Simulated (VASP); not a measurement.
# HgTe (zincblende type) (F-43m) in VASP: further runs, part 3 of 3

VASP 6.6.1. Earlier steps stand in the parts before.

## (4) Single point, r2SCAN (volume scaled by 0.64)

The input, POSCAR:

```
HgTe
1.0
    0.0000000000      2.8312468571      2.8312468571
    2.8312468571      0.0000000000      2.8312468571
    2.8312468571      2.8312468571      0.0000000000
Hg Te
1 1
Direct
    0.0000000000      0.0000000000      0.0000000000
    0.2500000000      0.2500000000      0.2500000000
```

The input, INCAR.step1:

```
SYSTEM = HgTe
ALGO = Normal
EDIFF = 1E-4
ENCUT = 520
GGA = PE
ISMEAR = -1
LASPH = .True.
LCHARG = .False.
LREAL = .False.
LWAVE = .True.
NBANDS = 16
NELM = 100
PREC = Accurate
SIGMA = 0.08
```

The input, INCAR.step2:

```
SYSTEM = HgTe
ALGO = Normal
EDIFF = 1E-7
ENCUT = 520
ISIF = 2
ISMEAR = -1
ISTART = 1
LASPH = .True.
LCHARG = .False.
LMIXTAU = .True.
LREAL = .False.
LWAVE = .False.
METAGGA = R2SCAN
NBANDS = 16
NELM = 100
PREC = Accurate
SIGMA = 0.08
```

The input, KPOINTS:

```
k-points
0
Gamma
  12 12 12
  0 0 0
```

Potentials or basis: VASP PAW PBE potentials, release 64 (Hg, Te).

The run is started by

```
cat potpaw_PBE.64/Hg/POTCAR potpaw_PBE.64/Te/POTCAR > POTCAR
cp INCAR.step1 INCAR
mpirun -np 1 vasp_std > vasp.out
cp INCAR.step2 INCAR
mpirun -np 1 vasp_std > vasp.out
```

OUTCAR:

```text
SYSTEM = HgTe
   EDIFF = 1E-7
   ENCUT = 520
   ISIF = 2
   ISMEAR = -1
   ISTART = 1
   LASPH = .True.
   LREAL = .False.
   METAGGA = R2SCAN
   NELM = 100
   PREC = Accurate

 ion  position               nearest neighbor table
   1  0.000  0.000  0.000-   2 2.45   2 2.45   2 2.45   2 2.45
   2  0.250  0.250  0.250-   1 2.45   1 2.45   1 2.45   1 2.45

  LATTYP: Found a face centered cubic cell.
 ALAT       =     5.6624937142

  Lattice vectors:

 A1 = (   0.0000000000,   2.8312468571,   2.8312468571)
 A2 = (   2.8312468571,   0.0000000000,   2.8312468571)
 A3 = (   2.8312468571,   2.8312468571,   0.0000000000)

Analysis of symmetry for initial positions (statically):
=====================================================================
 Subroutine PRICEL returns:
 Original cell was already a primitive cell.

 Routine SETGRP: Setting up the symmetry group for a
 face centered cubic supercell.

 Subroutine GETGRP returns: Found 24 space group operations
 (whereof 24 operations were pure point group operations)
 out of a pool of 48 trial point group operations.

The static configuration has the point symmetry T_d .

Analysis of symmetry for dynamics (positions and initial velocities):
=====================================================================
 Subroutine PRICEL returns:
 Original cell was already a primitive cell.

 Routine SETGRP: Setting up the symmetry group for a
 face centered cubic supercell.

 Subroutine GETGRP returns: Found 24 space group operations
 (whereof 24 operations were pure point group operations)
 out of a pool of 48 trial point group operations.

The dynamic configuration has the point symmetry T_d .

 Subroutine INISYM returns: Found 24 space group operations
 (whereof 24 operations are pure point group operations),
 and found     1 'primitive' translations

----------------------------------------------------------------------------------------

                                     Primitive cell

  volume of cell :      45.3903

  direct lattice vectors                    reciprocal lattice vectors
     0.000000000  2.831246857  2.831246857    -0.176600638  0.176600638  0.176600638
     2.831246857  0.000000000  2.831246857     0.176600638 -0.176600638  0.176600638
     2.831246857  2.831246857  0.000000000     0.176600638  0.176600638 -0.176600638

  length of vectors
     4.003987704  4.003987704  4.003987704     0.305881277  0.305881277  0.305881277

  position of ions in fractional coordinates (direct lattice)
     0.000000000  0.000000000  0.000000000
     0.250000000  0.250000000  0.250000000

  ion indices of the primitive-cell ions
   primitive index   ion index
                 1           1
                 2           2

----------------------------------------------------------------------------------------

 KPOINTS: k-points

Automatic generation of k-mesh.
 Grid dimensions read from file:
 generate k-points for:   12   12   12

 Generating k-lattice:

  Cartesian coordinates                     Fractional coordinates (reciprocal lattice)
    -0.014716720  0.014716720  0.014716720     0.083333333  0.000000000  0.000000000
     0.014716720 -0.014716720  0.014716720     0.000000000  0.083333333  0.000000000
     0.014716720  0.014716720 -0.014716720     0.000000000  0.000000000  0.083333333

  Length of vectors
     0.025490106  0.025490106  0.025490106

  Shift w.r.t. Gamma in fractional coordinates (k-lattice)
     0.000000000  0.000000000  0.000000000

 Subroutine IBZKPT returns following result:
 ===========================================

 Found     72 irreducible k-points:

 Following reciprocal coordinates:
            Coordinates               Weight
  0.000000  0.000000  0.000000      1.000000
  0.083333  0.000000  0.000000      8.000000
  0.166667  0.000000  0.000000      8.000000
  0.250000  0.000000  0.000000      8.000000
  0.333333  0.000000  0.000000      8.000000
  0.416667  0.000000  0.000000      8.000000
[... 16 lines left out ...]
  0.500000  0.166667  0.000000     24.000000
 -0.416667  0.166667  0.000000     24.000000
 [... further k-points ...]
   k-points           NKPTS =     72   k-points in BZ     NKDIM =     72   number of bands    NBANDS=     16
   number of dos      NEDOS =    301   number of ions     NIONS =      2
   total plane-waves  NPLWV =  27000
   dimension x,y,z NGX =    30 NGY =   30 NGZ =   30
   dimension x,y,z NGXF=    60 NGYF=   60 NGZF=   60
   ions per type =               1   1
   NGX,Y,Z   is equivalent  to a cutoff of  12.46, 12.46, 12.46 a.u.
   NGXF,Y,Z  is equivalent  to a cutoff of  24.91, 24.91, 24.91 a.u.
 SYSTEM =  HgTe
   PREC   = accura    normal or accurate (medium, high low for compatibility)
   ISTART =      1    job   : 0-new  1-cont  2-samecut
   ICHARG =      0    charge: 1-file 2-atom 10-const
   ISPIN  =      1    spin polarized calculation?
   LNONCOLLINEAR =      F non collinear calculations
   LSORBIT =      F    spin-orbit coupling
   LASPH  =      T    aspherical Exc in radial PAW
   ENCUT  =  520.0 eV  38.22 Ry    6.18 a.u.   7.44  7.44  7.44*2*pi/ulx,y,z
   NELM   =    100;   NELMIN=  2; NELMDL=  0     # of ELM steps
   EDIFF  = 0.1E-06   stopping-criterion for ELM
   LREAL  =      F    real-space projection
   EDIFFG = 0.1E-05   stopping-criterion for IOM
   NSW    =      0    number of steps for IOM
   IBRION =     -1    ionic relax: 0-MD 1-quasi-New 2-CG
   NFREE  =      0    steps in history (QN), initial steepest desc. (CG)
   ISIF   =      2    stress and relaxation
   ISYM   =      2    0-nonsym 1-usesym 2-fastsym
   POTIM  = 0.5000    time-step for ionic-motion
   TEBEG  =    0.0;   TEEND  =   0.0 temperature during run
   PSTRESS=    0.0 pullay stress
   NELECT =      18.0000    total number of electrons
   NUPDOWN=      -1.0000    fix difference up-down
   EMIN   =  10.00;   EMAX   =-10.00  energy-range for DOS
   EFERMI =   0.00;   METHOD = LEGACY
   ISMEAR =    -1;   SIGMA  =   0.08  broadening in eV -4-tet -1-fermi 0-gaus
   EFERMI_NEDOS =   21; number of points for ismear=-14 and -15
   IALGO  =     38    algorithm
   IMIX   =      4    mixing-type and parameters
     AMIX     =   0.40;   BMIX     =  1.00
     AMIX_MAG =   1.60;   BMIX_MAG =  1.00
  volume/ion in A,a.u.               =      22.70       153.15
  Fermi-wavevector in a.u.,A,eV,Ry     =   1.202757  2.272881 19.682523  1.446625
  Thomas-Fermi vector in A             =   2.338530
   LORBIT       =      0    0 simple, 1 ext, 2 COOP (PROOUT), +10 PAW based schemes
   METAGGA = R2SCAN    functional components
   LHFCALC =     F    Hartree Fock is set to
   AEXX    =    0.0000 exact exchange contribution
   IVDW    =     0    specifies the selected vdW correction
   LEPSILON=     F    determine dielectric tensor
   LRPA    =     F    only Hartree local field effects (RPA)
 non-spin polarized calculation
  energy-cutoff  :      520.00
  volume of cell :       45.39
 maximum number of plane-waves:      1245
 NGX is ok and might be reduce to    30
   NGX = 15   NGY = 15   NGZ = 15

 number of electron      18.0000002 magnetization

 Free energy of the ion-electron system (eV)
  ---------------------------------------------------
  ext. energy  EPLUGINS =         0.00000000
  ---------------------------------------------------
  free energy    TOTEN  =       -72.28657733 eV

  energy without entropy =      -72.28653435  energy(sigma->0) =      -72.28655584

 E-fermi :   8.8332     XC(G=0): -11.3845

 val. band max:        8.4386390598   @ k =   0.0000   0.0000   0.0000
 cond. band min:       9.1735003748   @ k =   0.0000   0.0000   0.0000
 fundamental gap:      0.7348613150
 Fermi energy:         8.8331710937

 k-point     1 :       0.0000    0.0000    0.0000
  band No.  band energies     occupation
      1      -8.1478      2.00000
      2      -2.7260      2.00000
      3      -2.7260      2.00000
      4      -2.7260      2.00000
      5      -1.5167      2.00000
      6      -1.5167      2.00000
[... 8 lines left out ...]
     15      18.0585      0.00000
     16      18.0585      0.00000

 k-point     2 :       0.0833    0.0000    0.0000
  band No.  band energies     occupation
      1      -8.0750      2.00000
      2      -2.7228      2.00000
      3      -2.7033      2.00000
      4      -2.7033      2.00000
      5      -1.5217      2.00000
      6      -1.5217      2.00000
[... 8 lines left out ...]
     15      17.4944      0.00000
     16      17.4944      0.00000
[... 387 lines left out ...]
      5      -1.4553      2.00000
      6      -1.1496      2.00000
[... 8 lines left out ...]
     15      19.4018      0.00000
     16      19.4138      0.00000

 k-point    24 :      -0.4167    0.1667    0.0000
  band No.  band energies     occupation
      1      -6.7900      2.00000
      2      -2.4490      2.00000
      3      -2.3413      2.00000
      4      -1.6644      2.00000
      5      -1.4984      2.00000
      6      -1.1051      2.00000
[... 8 lines left out ...]
     15      18.3546      0.00000
     16      18.7724      0.00000

 [... further k-points ...]
[... 5 lines left out ...]
  --------------------------------------------------------------------------------------
  -------------------------------------------------------------------------------------
  Total       15.8885383     15.8885383     15.8885383      0.0000000      0.0000000      0.0000000
  in kB      560.8301058    560.8301058    560.8301058      0.0000000      0.0000000      0.0000000
  external PRESSURE =     560.8301058 kB  Pullay stress =       0.0000000 kB

 VOLUME and BASIS-vectors are now :
 -----------------------------------------------------------------------------
  energy-cutoff  :      520.00
  volume of cell :       45.39
      direct lattice vectors                 reciprocal lattice vectors
     0.000000000  2.831246857  2.831246857    -0.176600638  0.176600638  0.176600638
     2.831246857  0.000000000  2.831246857     0.176600638 -0.176600638  0.176600638
     2.831246857  2.831246857  0.000000000     0.176600638  0.176600638 -0.176600638

 POSITION                                       TOTAL-FORCE (eV/Angst)
 -----------------------------------------------------------------------------------
      0.00000      0.00000      0.00000        -0.000000     -0.000000     -0.000000
      1.41562      1.41562      1.41562         0.000000      0.000000      0.000000
 -----------------------------------------------------------------------------------
    total drift:                                0.000000      0.000000      0.000000

  FREE ENERGIE OF THE ION-ELECTRON SYSTEM (eV)
  ---------------------------------------------------
  free  energy   TOTEN  =       -72.2865773347 eV

  energy  without entropy=      -72.2865343547  energy(sigma->0) =      -72.28655584
```

OUTCAR.step1:

```text
SYSTEM = HgTe
   EDIFF = 1E-4
   ENCUT = 520
   GGA = PE
   ISMEAR = -1
   LASPH = .True.
   LREAL = .False.
[... 676 lines left out ...]
      0.00000      0.00000      0.00000         0.000000     -0.000000      0.000000
      1.41562      1.41562      1.41562        -0.000000      0.000000     -0.000000
 -----------------------------------------------------------------------------------
    total drift:                                0.000000      0.000000      0.000000

  FREE ENERGIE OF THE ION-ELECTRON SYSTEM (eV)
  ---------------------------------------------------
  free  energy   TOTEN  =        -0.5296671337 eV

  energy  without entropy=       -0.5294436812  energy(sigma->0) =       -0.52955541
```

It took 3.6 min on 1 thread of Intel Xeon Platinum 8259CL at 2.50GHz (Skylake/Cascade Lake), shared host; peak memory 0.21 GiB.

Results:

```
Free energy            : -72.2866 eV
Pressure               : 56.1 GPa
Band gap on the k mesh : 0.73 eV, direct
```

Caveat: the PAW data sets were made with another functional, which shifts forces and pressure a little; spin-orbit coupling is left out, which moves the levels of the heavy elements.

## (5) Single point, r2SCAN (volume scaled by 0.72)

The input, POSCAR:

```
HgTe
1.0
    0.0000000000      2.9446153933      2.9446153933
    2.9446153933      0.0000000000      2.9446153933
    2.9446153933      2.9446153933      0.0000000000
Hg Te
1 1
Direct
    0.0000000000      0.0000000000      0.0000000000
    0.2500000000      0.2500000000      0.2500000000
```

The input, INCAR.step1:

```
  ALGO = Normal
  EDIFF = 1E-4
  ENCUT = 520
  GGA = PE
  ISMEAR = -1
  LASPH = True
  LCHARG = False
  LREAL = False
  LWAVE = True
  NBANDS = 16
  NELM = 80
  PREC = Accurate
  SIGMA = 0.08
```

The input, INCAR.step2:

```
  ALGO = Normal
  EDIFF = 1E-7
  ENCUT = 520
  ISIF = 2
  ISMEAR = -1
  ISTART = 1
  LASPH = True
  LCHARG = False
  LMIXTAU = True
  LREAL = False
  LWAVE = False
  METAGGA = R2SCAN
  NBANDS = 16
  NELM = 80
  PREC = Accurate
  SIGMA = 0.08
```

The input, KPOINTS:

```
k-points
0
Gamma
  12 12 12
```

The run is started by

```
cat potpaw_PBE.64/Hg/POTCAR potpaw_PBE.64/Te/POTCAR > POTCAR
cp INCAR.step1 INCAR
mpirun -np 1 vasp_std > vasp.out
cp INCAR.step2 INCAR
mpirun -np 1 vasp_std > vasp.out
```

It took 2.3 min on 1 thread of Intel Xeon Platinum 8259CL at 2.50GHz (Skylake/Cascade Lake), shared host; peak memory 0.23 GiB.

The run converged. Its results:

```yaml
Free_energy: -73.7828 eV
Pressure: 30.7 GPa
Band_gap_on_the_k_mesh: 0.41 eV, direct
```

Levels at points of the mesh, in eV from the valence-band top:
| k point | band 5 | band 6 | band 7 | band 8 | band 9 | band 10 | band 11 | band 12 | band 13 | band 14 |
| --- | --- | --- | --- | --- | --- | --- | --- | --- | --- | --- |
| (0.00, 0.00, 0.00) | -8.87 | -8.87 | 0.00 | 0.00 | 0.00 | 0.41 | 3.78 | 3.78 | 3.78 | 6.62 |
| (0.50, 0.00, 0.00) | -8.83 | -8.38 | -7.97 | -1.77 | -1.77 | 0.95 | 4.89 | 4.89 | 6.61 | 9.45 |
| (0.50, 0.50, 0.00) | -8.76 | -8.00 | -7.45 | -3.92 | -3.92 | 1.66 | 1.89 | 10.11 | 10.55 | 10.55 |

Caveat: the PAW data sets were made with another functional, which shifts forces and pressure a little; spin-orbit coupling is left out, which moves the levels of the heavy elements.

## (6) Single point, r2SCAN (volume scaled by 0.8)

The input, POSCAR:

```
HgTe
1.0
    0.0000000000      3.0498682225      3.0498682225
    3.0498682225      0.0000000000      3.0498682225
    3.0498682225      3.0498682225      0.0000000000
Hg Te
1 1
Direct
    0.0000000000      0.0000000000      0.0000000000
    0.2500000000      0.2500000000      0.2500000000
```

The input, INCAR.step1:

```
PREC = Accurate
ENCUT = 520
ISMEAR = -1
SIGMA = 0.08
LREAL = F
LASPH = T
NELM = 80
NBANDS = 16
GGA = PE
ALGO = Normal
EDIFF = 1E-4
LWAVE = T
LCHARG = F
```

The input, INCAR.step2:

```
PREC = Accurate
ENCUT = 520
EDIFF = 1E-7
ISMEAR = -1
SIGMA = 0.08
LREAL = F
LASPH = T
NELM = 80
ALGO = Normal
ISIF = 2
LWAVE = F
LCHARG = F
METAGGA = R2SCAN
LMIXTAU = T
NBANDS = 16
ISTART = 1
```

The input, KPOINTS:

```
regular mesh
0
Gamma
  12 12 12
```

Potentials or basis: VASP PAW PBE potentials, release 64 (Hg, Te).

The run is started by

```
cat potpaw_PBE.64/Hg/POTCAR potpaw_PBE.64/Te/POTCAR > POTCAR
cp INCAR.step1 INCAR
mpirun -np 1 vasp_std > vasp.out
cp INCAR.step2 INCAR
mpirun -np 1 vasp_std > vasp.out
```

It took 2.2 min on 1 thread of Intel Xeon Platinum 8259CL at 2.50GHz (Skylake/Cascade Lake), shared host; peak memory 0.23 GiB.

It converged, with:

```
Free energy : -74.5892 eV
Pressure    : 16.0 GPa
```

Levels at points of the mesh, in eV from the Fermi level:
```csv
k point,band 7,band 8,band 9,band 10,band 11,band 12
"(0.00, 0.00, 0.00)",-0.19,-0.19,-0.19,-0.10,3.94,3.94
"(0.50, 0.00, 0.00)",-7.20,-1.63,-1.63,0.78,4.92,4.92
"(0.50, 0.50, 0.00)",-6.87,-3.44,-3.44,1.71,2.05,9.35
```

Caveat: the PAW data sets were made with another functional, which shifts forces and pressure a little; spin-orbit coupling is left out, which moves the levels of the heavy elements.

## (7) Summary

| cell | gap on the mesh (eV) | pressure (GPa) |
| --- | --- | --- |
| a = 3.807 Å, angles 60.0°, 2 atoms | 0.39 | 109.8 |
| a = 4.004 Å, angles 60.0°, 2 atoms | 0.73 | 56.1 |
| a = 4.164 Å, angles 60.0°, 2 atoms | 0.41 | 30.7 |
| a = 4.313 Å, angles 60.0°, 2 atoms | - | 16.0 |

Alike in all rows: task single point; level r2SCAN; potentials or basis VASP PAW PBE potentials, release 64 (Hg, Te); no spin polarisation; k mesh 12 × 12 × 12; cutoff (eV) 520; smearing fermi-dirac 0.08 eV.

Caveats: the PAW data sets were made with another functional, which shifts forces and pressure a little; spin-orbit coupling is left out, which moves the levels of the heavy elements.

Absolute energies hang on the potentials; compare differences alone.
